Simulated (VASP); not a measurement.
# KBr (P1) in VASP: single point with PBE

Aim: the single point of KBr with PBE.

Program: VASP 6.6.1. These are calculated values, not measurements. Logs are shortened: lines on timing, memory, paths and dates and some standing lists are left out, and cuts for length are marked.

### 1 The cell of the first run

The typed cell holds 2 atoms: a = 4.043 Å, b = 4.043 Å, c = 4.043 Å, α = 90.00°, β = 90.00°, γ = 90.00°.

### 2 Single point, PBE (all K atoms moved 0.1 Å in one direction)

The input, INCAR:

```
  ALGO = Normal
  EDIFF = 1E-7
  ENCUT = 520
  GGA = PE
  ISIF = 2
  ISMEAR = -1
  LASPH = T
  LCHARG = T
  LELF = T
  LREAL = F
  LVHAR = T
  LWAVE = F
  NBANDS = 15
  NELM = 60
  PREC = Accurate
  SIGMA = 0.05
```

The input, KPOINTS:

```
k-points
0
Gamma
  7 7 7
```

The input, POSCAR:

```
KBr
1.0
    4.0434990000      0.0000000000      0.0000000000
    0.0000000000      4.0434990000      0.0000000000
    0.0000000000      0.0000000000      4.0434990000
K Br
1 1
Direct
    0.0052000000      0.9922035700      0.9919326600
    0.4948000000      0.5077964300      0.5080673400
```

Potentials or basis: VASP PAW PBE potentials, release 64 (K_sv, Br).

Command:

```bash
> cat potpaw_PBE.64/K_sv/POTCAR potpaw_PBE.64/Br/POTCAR > POTCAR
> mpirun -np 1 vasp_std > vasp.out
```

OUTCAR:

```text
EDIFF = 1E-7
   ENCUT = 520
   GGA = PE
   ISIF = 2
   ISMEAR = -1
   LASPH = T
   LREAL = F
   NELM = 60
   PREC = Accurate

 ion  position               nearest neighbor table
   1  0.005  0.992  0.992-
   2  0.495  0.508  0.508-

  LATTYP: Found a simple cubic cell.
 ALAT       =     4.0434990000

  Lattice vectors:

 A1 = (   4.0434990000,   0.0000000000,   0.0000000000)
 A2 = (   0.0000000000,   4.0434990000,   0.0000000000)
 A3 = (   0.0000000000,   0.0000000000,   4.0434990000)

Analysis of symmetry for initial positions (statically):
=====================================================================
 Subroutine PRICEL returns:
 Original cell was already a primitive cell.

 Routine SETGRP: Setting up the symmetry group for a
 simple cubic supercell.

 Subroutine GETGRP returns: Found  1 space group operations
 (whereof  1 operations were pure point group operations)
 out of a pool of 48 trial point group operations.

The static configuration has the point symmetry C_1 .

Analysis of symmetry for dynamics (positions and initial velocities):
=====================================================================
 Subroutine PRICEL returns:
 Original cell was already a primitive cell.

 Routine SETGRP: Setting up the symmetry group for a
 simple cubic supercell.

 Subroutine GETGRP returns: Found  1 space group operations
 (whereof  1 operations were pure point group operations)
 out of a pool of 48 trial point group operations.

The dynamic configuration has the point symmetry C_1 .

 Subroutine INISYM returns: Found  1 space group operations
 (whereof  1 operations are pure point group operations),
 and found     1 'primitive' translations

----------------------------------------------------------------------------------------

                                     Primitive cell

  volume of cell :      66.1107

  direct lattice vectors                    reciprocal lattice vectors
     4.043499000  0.000000000  0.000000000     0.247310559  0.000000000  0.000000000
     0.000000000  4.043499000  0.000000000     0.000000000  0.247310559  0.000000000
     0.000000000  0.000000000  4.043499000     0.000000000  0.000000000  0.247310559

  length of vectors
     4.043499000  4.043499000  4.043499000     0.247310559  0.247310559  0.247310559

  position of ions in fractional coordinates (direct lattice)
     0.005200000  0.992203570  0.991932660
     0.494800000  0.507796430  0.508067340

  ion indices of the primitive-cell ions
   primitive index   ion index
                 1           1
                 2           2

----------------------------------------------------------------------------------------

 KPOINTS: k-points

Automatic generation of k-mesh.
 Grid dimensions read from file:
 generate k-points for:    7    7    7

 Generating k-lattice:

  Cartesian coordinates                     Fractional coordinates (reciprocal lattice)
     0.035330080  0.000000000  0.000000000     0.142857143  0.000000000  0.000000000
     0.000000000  0.035330080  0.000000000     0.000000000  0.142857143  0.000000000
     0.000000000  0.000000000  0.035330080     0.000000000  0.000000000  0.142857143

  Length of vectors
     0.035330080  0.035330080  0.035330080

  Shift w.r.t. Gamma in fractional coordinates (k-lattice)
     0.000000000  0.000000000  0.000000000

 Subroutine IBZKPT returns following result:
 ===========================================

 Found    172 irreducible k-points:

 Following reciprocal coordinates:
            Coordinates               Weight
  0.000000  0.000000  0.000000      1.000000
  0.142857  0.000000  0.000000      2.000000
  0.000000  0.142857  0.000000      2.000000
  0.000000  0.000000  0.142857      2.000000
  0.285714  0.000000  0.000000      2.000000
  0.000000  0.285714  0.000000      2.000000
[... 16 lines left out ...]
  0.000000 -0.285714  0.142857      2.000000
 -0.142857  0.000000  0.285714      2.000000
 [... further k-points ...]
   k-points           NKPTS =    172   k-points in BZ     NKDIM =    172   number of bands    NBANDS=     15
   number of dos      NEDOS =    301   number of ions     NIONS =      2
   total plane-waves  NPLWV =  27000
   dimension x,y,z NGX =    30 NGY =   30 NGZ =   30
   dimension x,y,z NGXF=    60 NGYF=   60 NGZF=   60
   ions per type =               1   1
   NGX,Y,Z   is equivalent  to a cutoff of  12.33, 12.33, 12.33 a.u.
   NGXF,Y,Z  is equivalent  to a cutoff of  24.67, 24.67, 24.67 a.u.
 SYSTEM =  unknown system
   PREC   = accura    normal or accurate (medium, high low for compatibility)
   ISTART =      0    job   : 0-new  1-cont  2-samecut
   ICHARG =      2    charge: 1-file 2-atom 10-const
   ISPIN  =      1    spin polarized calculation?
   LNONCOLLINEAR =      F non collinear calculations
   LSORBIT =      F    spin-orbit coupling
   LASPH  =      T    aspherical Exc in radial PAW
   ENCUT  =  520.0 eV  38.22 Ry    6.18 a.u.   7.52  7.52  7.52*2*pi/ulx,y,z
   NELM   =     60;   NELMIN=  2; NELMDL= -5     # of ELM steps
   EDIFF  = 0.1E-06   stopping-criterion for ELM
   LREAL  =      F    real-space projection
   EDIFFG = 0.1E-05   stopping-criterion for IOM
   NSW    =      0    number of steps for IOM
   IBRION =     -1    ionic relax: 0-MD 1-quasi-New 2-CG
   NFREE  =      0    steps in history (QN), initial steepest desc. (CG)
   ISIF   =      2    stress and relaxation
   ISYM   =      2    0-nonsym 1-usesym 2-fastsym
   POTIM  = 0.5000    time-step for ionic-motion
   TEBEG  =    0.0;   TEEND  =   0.0 temperature during run
   PSTRESS=    0.0 pullay stress
   NELECT =      16.0000    total number of electrons
   NUPDOWN=      -1.0000    fix difference up-down
   EMIN   =  10.00;   EMAX   =-10.00  energy-range for DOS
   EFERMI =   0.00;   METHOD = LEGACY
   ISMEAR =    -1;   SIGMA  =   0.05  broadening in eV -4-tet -1-fermi 0-gaus
   EFERMI_NEDOS =   21; number of points for ismear=-14 and -15
   IALGO  =     38    algorithm
   IMIX   =      4    mixing-type and parameters
     AMIX     =   0.40;   BMIX     =  1.00
     AMIX_MAG =   1.60;   BMIX_MAG =  1.00
  volume/ion in A,a.u.               =      33.06       223.07
  Fermi-wavevector in a.u.,A,eV,Ry     =   1.020213  1.927923 14.161412  1.040834
  Thomas-Fermi vector in A             =   2.153770
   LORBIT       =      0    0 simple, 1 ext, 2 COOP (PROOUT), +10 PAW based schemes
   GGA     = PE    functional components
   LHFCALC =     F    Hartree Fock is set to
   AEXX    =    0.0000 exact exchange contribution
   IVDW    =     0    specifies the selected vdW correction
   LEPSILON=     F    determine dielectric tensor
   LRPA    =     F    only Hartree local field effects (RPA)
 non-spin polarized calculation
  energy-cutoff  :      520.00
  volume of cell :       66.11
 maximum number of plane-waves:      1806
 NGX is ok and might be reduce to    30
   NGX = 15   NGY = 15   NGZ = 15

 number of electron      16.0000000 magnetization

 Free energy of the ion-electron system (eV)
  ---------------------------------------------------
  ext. energy  EPLUGINS =         0.00000000
  ---------------------------------------------------
  free energy    TOTEN  =        -6.07559213 eV

  energy without entropy =       -6.07559213  energy(sigma->0) =       -6.07559213

 E-fermi :   0.3368     XC(G=0):  -7.8230

 val. band max:       -0.7895708542   @ k =   0.4286   0.4286   0.0000
 cond. band min:       3.1022548501   @ k =   0.0000   0.0000   0.0000
 fundamental gap:      3.8918257044
 Fermi energy:         0.3367636836

 k-point     1 :       0.0000    0.0000    0.0000
  band No.  band energies     occupation
      1     -29.4276      2.00000
      2     -13.5420      2.00000
      3     -12.8525      2.00000
      4     -12.8524      2.00000
      5     -12.8495      2.00000
      6      -1.0260      2.00000
      7      -1.0255      2.00000
      8      -1.0237      2.00000
      9       3.1023      0.00000
     10       5.0989      0.00000
     11       5.1043      0.00000
     12       8.8907      0.00000
     13       8.9002      0.00000
     14       8.9011      0.00000
     15      11.4942      0.00000

 k-point     2 :       0.1429    0.0000    0.0000
  band No.  band energies     occupation
      1     -29.4257      2.00000
      2     -13.5785      2.00000
      3     -12.8508      2.00000
      4     -12.8489      2.00000
      5     -12.8074      2.00000
      6      -1.4428      2.00000
      7      -1.0199      2.00000
      8      -1.0188      2.00000
      9       3.5769      0.00000
     10       5.2570      0.00000
     11       5.5106      0.00000
     12       8.8259      0.00000
     13       8.8350      0.00000
     14       8.9867      0.00000
     15      10.7651      0.00000

 k-point     3 :       0.0000    0.1429    0.0000
  band No.  band energies     occupation
      1     -29.4257      2.00000
      2     -13.5784      2.00000
      3     -12.8503      2.00000
      4     -12.8489      2.00000
      5     -12.8081      2.00000
      6      -1.4428      2.00000
      7      -1.0197      2.00000
      8      -1.0189      2.00000
      9       3.5768      0.00000
     10       5.2537      0.00000
     11       5.5148      0.00000
     12       8.8280      0.00000
     13       8.8357      0.00000
     14       8.9827      0.00000
     15      10.7811      0.00000
[... 343 lines left out ...]
 k-point    23 :       0.0000   -0.2857    0.1429
  band No.  band energies     occupation
      1     -29.4197      2.00000
      2     -13.6258      2.00000
      3     -12.8844      2.00000
      4     -12.8378      2.00000
      5     -12.7151      2.00000
      6      -2.1092      2.00000
      7      -1.3065      2.00000
      8      -0.9803      2.00000
      9       4.8178      0.00000
     10       5.8434      0.00000
     11       6.5676      0.00000
     12       8.2803      0.00000
     13       8.4683      0.00000
     14       9.2299      0.00000
     15       9.8997      0.00000

 k-point    24 :      -0.1429    0.0000    0.2857
  band No.  band energies     occupation
      1     -29.4197      2.00000
      2     -13.6260      2.00000
      3     -12.8841      2.00000
      4     -12.8382      2.00000
      5     -12.7148      2.00000
      6      -2.1094      2.00000
      7      -1.3079      2.00000
      8      -0.9796      2.00000
      9       4.8159      0.00000
     10       5.8471      0.00000
     11       6.5759      0.00000
     12       8.2893      0.00000
     13       8.4511      0.00000
     14       9.2229      0.00000
     15       9.9327      0.00000

 [... further k-points ...]

------------------------ aborting loop because EDIFF is reached ----------------------------------------

  FORCE on cell =-STRESS in cart. coord.  units (eV):
  Direction    XX          YY          ZZ          XY          YZ          ZX
  --------------------------------------------------------------------------------------
  -------------------------------------------------------------------------------------
  Total        0.0095690      0.0084883      0.0083743     -0.0101417      0.0155959     -0.0104780
  in kB        0.2319016      0.2057120      0.2029501     -0.2457804      0.3779629     -0.2539307
  external PRESSURE =       0.2135212 kB  Pullay stress =       0.0000000 kB

 VOLUME and BASIS-vectors are now :
 -----------------------------------------------------------------------------
  energy-cutoff  :      520.00
  volume of cell :       66.11
      direct lattice vectors                 reciprocal lattice vectors
     4.043499000  0.000000000  0.000000000     0.247310559  0.000000000  0.000000000
     0.000000000  4.043499000  0.000000000     0.000000000  0.247310559  0.000000000
     0.000000000  0.000000000  4.043499000     0.000000000  0.000000000  0.247310559

 POSITION                                       TOTAL-FORCE (eV/Angst)
 -----------------------------------------------------------------------------------
      0.02103      4.01197      4.01088        -0.024108      0.035783      0.036980
      2.00072      2.05327      2.05437         0.024108     -0.035783     -0.036980
 -----------------------------------------------------------------------------------
    total drift:                                0.000064     -0.000035     -0.000037

  FREE ENERGIE OF THE ION-ELECTRON SYSTEM (eV)
  ---------------------------------------------------
  free  energy   TOTEN  =        -6.0755921319 eV

  energy  without entropy=       -6.0755921319  energy(sigma->0) =       -6.07559213
```

Wall time 2.6 min (1 thread of AMD EPYC 7R43 (Zen 3), shared host); peak memory 0.26 GiB.

Results:

| Property | Result |
| --- | --- |
| Free energy | -6.0756 eV |
| Pressure | 0.0 GPa |
| Largest force | 0.057 eV/Å |
| Band gap on the k mesh | 3.89 eV (least direct gap 4.13 eV) |

Forces on the atoms (eV/Å):
```
K   -0.024  0.036  0.037
Br   0.024 -0.036 -0.037
```

Caveat: the cell differs from its parent crystal (all K atoms moved 0.1 Å in one direction); an odd mesh through Γ misses points on the zone boundary, where band edges can lie.
